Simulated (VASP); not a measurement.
# H5C16Cl in VASP: single point with PBE+D3(BJ)

Aim: the single point of H5C16Cl with PBE+D3(BJ).

All numbers are computed with VASP 6.6.1; they aren't measurements. Logs are shortened: lines on timing, memory, paths and dates and some standing lists are left out, and cuts for length are marked.

## 1. The cell of the first run

The cell holds a slab with vacuum, 22 atoms: a = 5.049 Å, b = 5.049 Å, c = 15.676 Å, α = 90.00°, β = 90.00°, γ = 60.00°.

## 2. Single point, PBE+D3(BJ)

INCAR

```
SYSTEM = H5C16Cl
PREC = Accurate
ENCUT = 520
EDIFF = 1E-6
ISMEAR = -1
SIGMA = 0.02
LREAL = Auto
LASPH = .TRUE.
NELM = 80
ALGO = Normal
ISIF = 2
LWAVE = .FALSE.
LCHARG = .FALSE.
GGA = PE
IVDW = 12
NBANDS = 55
```

KPOINTS

```
regular mesh
0
G
  3 3 1
  0 0 0
```

POSCAR

```
H5C16Cl
1.0
    5.0487420000      0.0000000000      0.0000000000
    2.5243710000      4.3723390000      0.0000000000
    0.0000000000      0.0000000000     15.6764260000
H C Cl
5 16 1
Direct
    0.1666667000      0.1666667000      0.0637901000
    0.6666667000      0.1666667000      0.0637901000
    0.1666667000      0.6666667000      0.0637901000
    0.6666667000      0.6666667000      0.0637901000
   -0.4906768159      0.9829848322      0.3689798755
    0.1666667000      0.1666667000      0.1339591000
    0.6666667000      0.1666667000      0.1339591000
    0.1666667000      0.6666667000      0.1339591000
    0.6666667000      0.6666667000      0.1339591000
   -0.1666667000      0.3333333000      0.1668292000
    0.3333333000      0.3333333000      0.1668292000
   -0.1666667000      0.8333333000      0.1668292000
    0.3333333000      0.8333333000      0.1668292000
   -0.1641247207      0.3292377054      0.2693340939
    0.3354928310      0.3300934264      0.2721158002
   -0.1631067932      0.8254664523      0.2667451256
    0.3388430129      0.8255056243      0.2667447115
    0.0053044516     -0.0091865965      0.2984174657
    0.5050946889     -0.0087833115      0.2991391741
    0.0037656704      0.4929594017      0.2896830531
    0.5044844778      0.4929207793      0.2897552731
    0.0130586357      0.9753390971      0.4139699946
```

Potentials or basis: VASP PAW PBE potentials, release 64 (H, C, Cl).

Started as:

```console
$ cat potpaw_PBE.64/H/POTCAR potpaw_PBE.64/C/POTCAR potpaw_PBE.64/Cl/POTCAR > POTCAR
$ mpirun -np 1 vasp_std > vasp.out
```

OUTCAR:

```text
SYSTEM = H5C16Cl
   PREC = Accurate
   ENCUT = 520
   EDIFF = 1E-6
   ISMEAR = -1
   LREAL = Auto
   LASPH = .TRUE.
   NELM = 80
   ISIF = 2
   GGA = PE
   IVDW = 12
 IVDW          = 12

 ion  position               nearest neighbor table
   1  0.167  0.167  0.064-   6 1.10
   2  0.667  0.167  0.064-   7 1.10
   3  0.167  0.667  0.064-   8 1.10
   4  0.667  0.667  0.064-   9 1.10
   5  0.509  0.983  0.369-  19 1.10
   6  0.167  0.167  0.134-   1 1.10  11 1.55  10 1.55  13 1.55
   7  0.667  0.167  0.134-   2 1.10  10 1.55  11 1.55  12 1.55
   8  0.167  0.667  0.134-   3 1.10  13 1.55  12 1.55  11 1.55
   9  0.667  0.667  0.134-   4 1.10  12 1.55  13 1.55  10 1.55
  10  0.833  0.333  0.167-   7 1.55   6 1.55   9 1.55  14 1.61
  11  0.333  0.333  0.167-   6 1.55   7 1.55   8 1.55  15 1.65
  12  0.833  0.833  0.167-   9 1.55   8 1.55   7 1.55  16 1.57
  13  0.333  0.833  0.167-   8 1.55   9 1.55   6 1.55  17 1.57
  14  0.836  0.329  0.269-  21 1.48  20 1.48  18 1.55  10 1.61
  15  0.335  0.330  0.272-  20 1.48  21 1.48  19 1.54  11 1.65
  16  0.837  0.825  0.267-  20 1.50  19 1.54  18 1.54  12 1.57
  17  0.339  0.826  0.267-  21 1.50  19 1.54  18 1.54  13 1.57
  18  0.005  0.991  0.298-  17 1.54  16 1.54  14 1.55  22 1.81
  19  0.505  0.991  0.299-   5 1.10  16 1.54  17 1.54  15 1.54
  20  0.004  0.493  0.290-  15 1.48  14 1.48  16 1.50
  21  0.504  0.493  0.290-  15 1.48  14 1.48  17 1.50
  22  0.013  0.975  0.414-  18 1.81

  LATTYP: Found a hexagonal cell.
 ALAT       =     5.0487421480
 C/A-ratio  =     3.1050161685

  Lattice vectors:

 A1 = (  -2.5243710000,  -4.3723390000,   0.0000000000)
 A2 = (   5.0487420000,   0.0000000000,   0.0000000000)
 A3 = (   0.0000000000,   0.0000000000,  15.6764260000)

Analysis of symmetry for initial positions (statically):
=====================================================================
 Subroutine PRICEL returns:
 Original cell was already a primitive cell.

 Routine SETGRP: Setting up the symmetry group for a
 hexagonal supercell.

 Subroutine GETGRP returns: Found  1 space group operations
 (whereof  1 operations were pure point group operations)
 out of a pool of 24 trial point group operations.

The static configuration has the point symmetry C_1 .

Analysis of symmetry for dynamics (positions and initial velocities):
=====================================================================
 Subroutine PRICEL returns:
 Original cell was already a primitive cell.

 Routine SETGRP: Setting up the symmetry group for a
 hexagonal supercell.

 Subroutine GETGRP returns: Found  1 space group operations
 (whereof  1 operations were pure point group operations)
 out of a pool of 24 trial point group operations.

The dynamic configuration has the point symmetry C_1 .

 Subroutine INISYM returns: Found  1 space group operations
 (whereof  1 operations are pure point group operations),
 and found     1 'primitive' translations

----------------------------------------------------------------------------------------

                                     Primitive cell

  volume of cell :     346.0541

  direct lattice vectors                    reciprocal lattice vectors
     5.048742000  0.000000000  0.000000000     0.198069143 -0.114355268  0.000000000
     2.524371000  4.372339000  0.000000000     0.000000000  0.228710537  0.000000000
     0.000000000  0.000000000 15.676426000     0.000000000  0.000000000  0.063790050

  length of vectors
     5.048742000  5.048742148 15.676426000     0.228710544  0.228710537  0.063790050

  position of ions in fractional coordinates (direct lattice)
     0.166666700  0.166666700  0.063790100
     0.666666700  0.166666700  0.063790100
     0.166666700  0.666666700  0.063790100
     0.666666700  0.666666700  0.063790100
     0.509323184  0.982984832  0.368979876
     0.166666700  0.166666700  0.133959100
[... 14 lines left out ...]
     0.504484478  0.492920779  0.289755273
     0.013058636  0.975339097  0.413969995

  ion indices of the primitive-cell ions
   primitive index   ion index
                 1           1
                 2           2
                 3           3
                 4           4
                 5           5
                 6           6
[... 14 lines left out ...]
                21          21
                22          22

----------------------------------------------------------------------------------------

 KPOINTS: regular mesh

Automatic generation of k-mesh.
 Grid dimensions read from file:
 generate k-points for:    3    3    1

 Generating k-lattice:

  Cartesian coordinates                     Fractional coordinates (reciprocal lattice)
     0.066023048 -0.038118423  0.000000000     0.333333333 -0.000000000  0.000000000
     0.000000000  0.076236846  0.000000000     0.000000000  0.333333333  0.000000000
     0.000000000  0.000000000  0.063790050     0.000000000  0.000000000  1.000000000

  Length of vectors
     0.076236848  0.076236846  0.063790050

  Shift w.r.t. Gamma in fractional coordinates (k-lattice)
     0.000000000  0.000000000  0.000000000

 Subroutine IBZKPT returns following result:
 ===========================================

 Found      5 irreducible k-points:

 Following reciprocal coordinates:
            Coordinates               Weight
  0.000000  0.000000  0.000000      1.000000
  0.333333  0.000000  0.000000      2.000000
  0.333333  0.333333  0.000000      2.000000
  0.000000  0.333333  0.000000      2.000000
 -0.333333  0.333333  0.000000      2.000000
   k-points           NKPTS =      5   k-points in BZ     NKDIM =      5   number of bands    NBANDS=     55
   number of dos      NEDOS =    301   number of ions     NIONS =     22
   total plane-waves  NPLWV = 192000
   dimension x,y,z NGX =    40 NGY =   40 NGZ =  120
   dimension x,y,z NGXF=    80 NGYF=   80 NGZF=  240
   ions per type =               5  16   1
   NGX,Y,Z   is equivalent  to a cutoff of  13.17, 13.17, 12.73 a.u.
   NGXF,Y,Z  is equivalent  to a cutoff of  26.34, 26.34, 25.45 a.u.
 SYSTEM =  H5C16Cl
   PREC   = accura    normal or accurate (medium, high low for compatibility)
   ISTART =      0    job   : 0-new  1-cont  2-samecut
   ICHARG =      2    charge: 1-file 2-atom 10-const
   ISPIN  =      1    spin polarized calculation?
   LNONCOLLINEAR =      F non collinear calculations
   LSORBIT =      F    spin-orbit coupling
   LASPH  =      T    aspherical Exc in radial PAW
   ENCUT  =  520.0 eV  38.22 Ry    6.18 a.u.   9.39  9.39 29.15*2*pi/ulx,y,z
   NELM   =     80;   NELMIN=  2; NELMDL= -5     # of ELM steps
   EDIFF  = 0.1E-05   stopping-criterion for ELM
   LREAL  =      T    real-space projection
   EDIFFG = 0.1E-04   stopping-criterion for IOM
   NSW    =      0    number of steps for IOM
   IBRION =     -1    ionic relax: 0-MD 1-quasi-New 2-CG
   NFREE  =      0    steps in history (QN), initial steepest desc. (CG)
   ISIF   =      2    stress and relaxation
   ISYM   =      2    0-nonsym 1-usesym 2-fastsym
   POTIM  = 0.5000    time-step for ionic-motion
   TEBEG  =    0.0;   TEEND  =   0.0 temperature during run
   PSTRESS=    0.0 pullay stress
   NELECT =      76.0000    total number of electrons
   NUPDOWN=      -1.0000    fix difference up-down
   EMIN   =  10.00;   EMAX   =-10.00  energy-range for DOS
   EFERMI =   0.00;   METHOD = LEGACY
   ISMEAR =    -1;   SIGMA  =   0.02  broadening in eV -4-tet -1-fermi 0-gaus
   EFERMI_NEDOS =   21; number of points for ismear=-14 and -15
   IALGO  =     38    algorithm
   IMIX   =      4    mixing-type and parameters
     AMIX     =   0.40;   BMIX     =  1.00
     AMIX_MAG =   1.60;   BMIX_MAG =  1.00
  volume/ion in A,a.u.               =      15.73       106.15
  Fermi-wavevector in a.u.,A,eV,Ry     =   0.987714  1.866509 13.273565  0.975580
  Thomas-Fermi vector in A             =   2.119188
   LORBIT       =      0    0 simple, 1 ext, 2 COOP (PROOUT), +10 PAW based schemes
   GGA     = PE    functional components
   LHFCALC =     F    Hartree Fock is set to
   AEXX    =    0.0000 exact exchange contribution
   IVDW    =    12    specifies the selected vdW correction
   LEPSILON=     F    determine dielectric tensor
   LRPA    =     F    only Hartree local field effects (RPA)
 non-spin polarized calculation
  energy-cutoff  :      520.00
  volume of cell :      346.05
 maximum number of plane-waves:      9383
 NGX is ok and might be reduce to    40
   NGX = 19   NGY = 19   NGZ = 59

 number of electron      76.0000000 magnetization

 Free energy of the ion-electron system (eV)
  ---------------------------------------------------
  ext. energy  EPLUGINS =         0.00000000
  ---------------------------------------------------
  free energy    TOTEN  =      -162.17215982 eV

  energy without entropy =     -162.16417526  energy(sigma->0) =     -162.16816754

 E-fermi :   0.8013     XC(G=0):  -5.5724

 val. band max:        0.7953034086   @ k =  -0.3333   0.3333   0.0000
 cond. band min:       1.0450341525   @ k =   0.3333   0.3333   0.0000
 fundamental gap:      0.2497307440
 Fermi energy:         0.8013222177

 k-point     1 :       0.0000    0.0000    0.0000
  band No.  band energies     occupation
      1     -20.4067      2.00000
      2     -17.9230      2.00000
      3     -16.0858      2.00000
      4     -15.1672      2.00000
      5     -15.1290      2.00000
      6     -14.9973      2.00000
[... 42 lines left out ...]
     49       6.3134      0.00000
     50       6.6563      0.00000

 k-point     2 :       0.3333    0.0000    0.0000
  band No.  band energies     occupation
      1     -19.7423      2.00000
      2     -17.8401      2.00000
      3     -17.3266      2.00000
      4     -16.2043      2.00000
      5     -15.8599      2.00000
      6     -15.5779      2.00000
[... 42 lines left out ...]
     49       7.2147      0.00000
     50       7.3668      0.00000

 k-point     3 :       0.3333    0.3333    0.0000
  band No.  band energies     occupation
      1     -19.7423      2.00000
      2     -17.8406      2.00000
      3     -17.3268      2.00000
      4     -16.2033      2.00000
      5     -15.8588      2.00000
      6     -15.5778      2.00000
[... 42 lines left out ...]
     49       7.2081      0.00000
     50       7.3664      0.00000

 k-point     4 :       0.0000    0.3333    0.0000
  band No.  band energies     occupation
      1     -19.7439      2.00000
      2     -17.8785      2.00000
      3     -17.3108      2.00000
      4     -16.1414      2.00000
      5     -15.8529      2.00000
      6     -15.5981      2.00000
[... 42 lines left out ...]
     49       7.0885      0.00000
     50       7.2988      0.00000

 k-point     5 :      -0.3333    0.3333    0.0000
  band No.  band energies     occupation
      1     -18.5822      2.00000
      2     -18.4178      2.00000
      3     -18.3078      2.00000
      4     -16.7956      2.00000
      5     -15.7545      2.00000
      6     -15.6346      2.00000
[... 42 lines left out ...]
     49       7.2053      0.00000
     50       7.2924      0.00000
 [bands above 50 left out]

------------------------ aborting loop because EDIFF is reached ----------------------------------------

 Edisp (eV)   -2.53367

 E8    (eV) :    -0.7531

  FORCE on cell =-STRESS in cart. coord.  units (eV):
  Direction    XX          YY          ZZ          XY          YZ          ZX
  --------------------------------------------------------------------------------------
  -------------------------------------------------------------------------------------
  Total       0.41949    -2.09223    -2.26480    -0.03357     0.09679    -0.18157
  in kB       1.94216    -9.68672   -10.48568    -0.15541     0.44812    -0.84062
  external pressure =       -6.08 kB  Pullay stress =        0.00 kB

 VOLUME and BASIS-vectors are now :
 -----------------------------------------------------------------------------
  energy-cutoff  :      520.00
  volume of cell :      346.05
      direct lattice vectors                 reciprocal lattice vectors
     5.048742000  0.000000000  0.000000000     0.198069143 -0.114355268  0.000000000
     2.524371000  4.372339000  0.000000000     0.000000000  0.228710537  0.000000000
     0.000000000  0.000000000 15.676426000     0.000000000  0.000000000  0.063790050

 POSITION                                       TOTAL-FORCE (eV/Angst)
 -----------------------------------------------------------------------------------
      1.26219      0.72872      1.00000         0.071885      0.031034     -0.180590
      3.78656      0.72872      1.00000        -0.069417      0.031095     -0.180367
      2.52437      2.91489      1.00000         0.002294     -0.037719     -0.110994
      5.04874      2.91489      1.00000         0.002235     -0.024991     -0.120253
      5.05286      4.29794      5.78429        -0.005691     -0.001655      0.001760
      1.26219      0.72872      2.10000        -0.056318     -0.020469      1.366166
[... 14 lines left out ...]
      3.79133      2.15522      4.54233        -0.032127      0.020034      0.029609
      2.52805      4.26451      6.48957        -0.002456      0.002292     -0.053487
 -----------------------------------------------------------------------------------
    total drift:                               -0.001083      0.030660      0.028057

  FREE ENERGIE OF THE ION-ELECTRON SYSTEM (eV)
  ---------------------------------------------------
  free  energy   TOTEN  =      -164.7058254623 eV

  energy  without entropy=     -164.6978409047  energy(sigma->0) =     -164.70183318
```

Run time: 4.6 min. Hardware: 1 thread of AMD EPYC 7R43 (Zen 3), shared host; peak memory 0.41 GiB.

Results:

| Quantity | Value |
| --- | --- |
| Free energy | -164.7058 eV |
| Largest force | 1.643 eV/Å |
| Band gap on the k mesh | zero (bands 38 and 39 overlap by 0.03 eV) |
| Dispersion energy per atom | -0.115 eV |

Forces on the atoms (eV/Å):
```
H    0.072  0.031 -0.181
H   -0.069  0.031 -0.180
H    0.002 -0.038 -0.111
H    0.002 -0.025 -0.120
H   -0.006 -0.002  0.002
C   -0.056 -0.020  1.366
C    0.059 -0.021  1.369
C    0.001 -0.015  1.435
C    0.000 -0.010  1.420
C    0.012 -0.526 -1.557
C    0.011  0.151 -1.344
C    0.116  0.193 -1.075
C   -0.072  0.193 -1.071
C    0.012 -0.003 -0.006
C    0.013 -0.017 -0.017
C   -0.018  0.026 -0.028
C    0.008  0.013 -0.018
C   -0.019  0.010  0.066
C   -0.021  0.001  0.036
C   -0.011  0.004  0.039
C   -0.032  0.020  0.030
Cl  -0.002  0.002 -0.053
```

Caveat: the k points lie up to 0.48 Å⁻¹ apart.
